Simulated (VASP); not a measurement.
# CdS (I-4m2) in VASP: notebook, part 2 of 2

VASP 6.6.1.

**3. Single point, PBE (strain -0.040 along x and y, +0.080 along z)**

Contents of INCAR:

```
ALGO     = Normal         # electronic algorithm
EDIFF    = 1E-6           # SCF threshold, eV
ENCUT    = 520            # plane-wave cutoff, eV
GGA      = PE             # functional
ISIF     = 2              # what is computed and relaxed
ISMEAR   = 0              # smearing method
LASPH    = True           # aspherical terms in the spheres
LCHARG   = True           # write CHGCAR
LELF     = True           # ELF
LREAL    = False          # projectors in reciprocal space
LVHAR    = True         
LWAVE    = False          # write WAVECAR
NBANDS   = 16             # bands
NELM     = 100            # most SCF steps
PREC     = Accurate       # precision mode
SIGMA    = 0.05           # smearing width, eV
```

Contents of KPOINTS:

```
k-points
0
Gamma
  8 8 8
```

Contents of POSCAR:

```
CdS
1.0
    0.0000000000      2.7936000000      3.1428000000
    2.7936000000      0.0000000000      3.1428000000
    2.7936000000      2.7936000000      0.0000000000
Cd S
1 1
Direct
    0.0000000000      0.0000000000      0.0000000000
    0.7500000000      0.7500000000      0.7500000000
```

Potentials or basis: VASP PAW PBE potentials, release 64 (Cd, S).

On the command line:

```sh
$ cat potpaw_PBE.64/Cd/POTCAR potpaw_PBE.64/S/POTCAR > POTCAR
$ mpirun -np 1 vasp_std > vasp.out
```

OUTCAR:

```text
EDIFF = 1E-6
   ENCUT = 520
   GGA = PE
   ISIF = 2
   ISMEAR = 0
   LASPH = True
   LREAL = False
   NELM = 100
   PREC = Accurate

 ion  position               nearest neighbor table
   1  0.000  0.000  0.000-   2 2.52   2 2.52   2 2.52   2 2.52
   2  0.750  0.750  0.750-   1 2.52   1 2.52   1 2.52   1 2.52

  LATTYP: Found a body centered tetragonal cell.
 ALAT       =     3.9507470078
 C/A-ratio  =     1.5909902577

  Lattice vectors:

 A1 = (  -2.7936000000,   0.0000000000,   3.1428000000)
 A2 = (   2.7936000000,   0.0000000000,   3.1428000000)
 A3 = (   0.0000000000,   2.7936000000,  -3.1428000000)

Analysis of symmetry for initial positions (statically):
=====================================================================
 Subroutine PRICEL returns:
 Original cell was already a primitive cell.

 Routine SETGRP: Setting up the symmetry group for a
 body centered tetragonal supercell.

 Subroutine GETGRP returns: Found  8 space group operations
 (whereof  8 operations were pure point group operations)
 out of a pool of 16 trial point group operations.

The static configuration has the point symmetry D_2d.

Analysis of symmetry for dynamics (positions and initial velocities):
=====================================================================
 Subroutine PRICEL returns:
 Original cell was already a primitive cell.

 Routine SETGRP: Setting up the symmetry group for a
 body centered tetragonal supercell.

 Subroutine GETGRP returns: Found  8 space group operations
 (whereof  8 operations were pure point group operations)
 out of a pool of 16 trial point group operations.

The dynamic configuration has the point symmetry D_2d.

 Subroutine INISYM returns: Found  8 space group operations
 (whereof  8 operations are pure point group operations),
[... 105 lines left out ...]
   TEBEG  =    0.0;   TEEND  =   0.0 temperature during run
   PSTRESS=    0.0 pullay stress
   NELECT =      18.0000    total number of electrons
   NUPDOWN=      -1.0000    fix difference up-down
   EMIN   =  10.00;   EMAX   =-10.00  energy-range for DOS
   EFERMI =   0.00;   METHOD = LEGACY
   ISMEAR =     0;   SIGMA  =   0.05  broadening in eV -4-tet -1-fermi 0-gaus
   EFERMI_NEDOS =   21; number of points for ismear=-14 and -15
   IALGO  =     38    algorithm
   IMIX   =      4    mixing-type and parameters
     AMIX     =   0.40;   BMIX     =  1.00
     AMIX_MAG =   1.60;   BMIX_MAG =  1.00
  volume/ion in A,a.u.               =      24.53       165.52
  Fermi-wavevector in a.u.,A,eV,Ry     =   1.172035  2.214825 18.689863  1.373666
  Thomas-Fermi vector in A             =   2.308470
   LORBIT       =      0    0 simple, 1 ext, 2 COOP (PROOUT), +10 PAW based schemes
   GGA     = PE    functional components
   LHFCALC =     F    Hartree Fock is set to
   AEXX    =    0.0000 exact exchange contribution
   IVDW    =     0    specifies the selected vdW correction
   LEPSILON=     F    determine dielectric tensor
   LRPA    =     F    only Hartree local field effects (RPA)
 non-spin polarized calculation
 Gauss-broadening in eV      SIGMA  =   0.05
  energy-cutoff  :      520.00
  volume of cell :       49.05
 maximum number of plane-waves:      1350
   NGX = 15   NGY = 15   NGZ = 15

 number of electron      17.9999999 magnetization

 Free energy of the ion-electron system (eV)
  ---------------------------------------------------
  ext. energy  EPLUGINS =         0.00000000
  ---------------------------------------------------
  free energy    TOTEN  =        -6.08126235 eV

  energy without entropy =       -6.08126235  energy(sigma->0) =       -6.08126235

 E-fermi :   1.8122     XC(G=0):  -9.2171

 val. band max:        1.5325478337   @ k =   0.0000   0.0000   0.0000
 cond. band min:       2.5321492810   @ k =   0.0000   0.0000   0.0000
 fundamental gap:      0.9996014473
 Fermi energy:         1.8122380558

 k-point     1 :       0.0000    0.0000    0.0000
  band No.  band energies     occupation
      1     -11.0038      2.00000
      2      -6.4048      2.00000
      3      -6.3186      2.00000
      4      -6.3186      2.00000
      5      -5.8963      2.00000
      6      -5.8505      2.00000
[... 433 lines left out ...]
      3      -6.1882      2.00000
      4      -5.9849      2.00000
      5      -5.8531      2.00000
      6      -5.7215      2.00000
[... 8 lines left out ...]
     15      13.0248      0.00000
     16      14.1642      0.00000

 [... further k-points ...]
[... 5 lines left out ...]
  --------------------------------------------------------------------------------------
  -------------------------------------------------------------------------------------
  Total        1.3511644      1.3511644      0.5740328      0.0000000     -0.0000000      0.0000000
  in kB       44.1309834     44.1309834     18.7487405      0.0000000     -0.0000000      0.0000000
  external PRESSURE =      35.6702358 kB  Pullay stress =       0.0000000 kB

 VOLUME and BASIS-vectors are now :
 -----------------------------------------------------------------------------
  energy-cutoff  :      520.00
  volume of cell :       49.05
      direct lattice vectors                 reciprocal lattice vectors
     0.000000000  2.793600000  3.142800000    -0.178980527  0.178980527  0.159093802
     2.793600000  0.000000000  3.142800000     0.178980527 -0.178980527  0.159093802
     2.793600000  2.793600000  0.000000000     0.178980527  0.178980527 -0.159093802

 POSITION                                       TOTAL-FORCE (eV/Angst)
 -----------------------------------------------------------------------------------
      0.00000      0.00000      0.00000        -0.000000     -0.000000      0.000000
      4.19040      4.19040      4.71420         0.000000      0.000000     -0.000000
 -----------------------------------------------------------------------------------
    total drift:                               -0.000001     -0.000001      0.000003

  FREE ENERGIE OF THE ION-ELECTRON SYSTEM (eV)
  ---------------------------------------------------
  free  energy   TOTEN  =        -6.0812623490 eV

  energy  without entropy=       -6.0812623490  energy(sigma->0) =       -6.08126235
```

Run time: 33 s. Hardware: 1 thread of AMD EPYC 9R45 (Zen 5), shared host; peak memory 0.17 GiB.

Results:

| Item | Value |
| --- | --- |
| Free energy | -6.0813 eV |
| Pressure | 3.6 GPa |
| Band gap on the k mesh | 1.00 eV, direct |

Stress tensor (GPa, compression positive):
```
4.41 0.00 0.00
0.00 4.41 0.00
0.00 0.00 1.87
```

Caveat: the cell differs from its parent crystal (strain -0.040 along x and y, +0.080 along z).
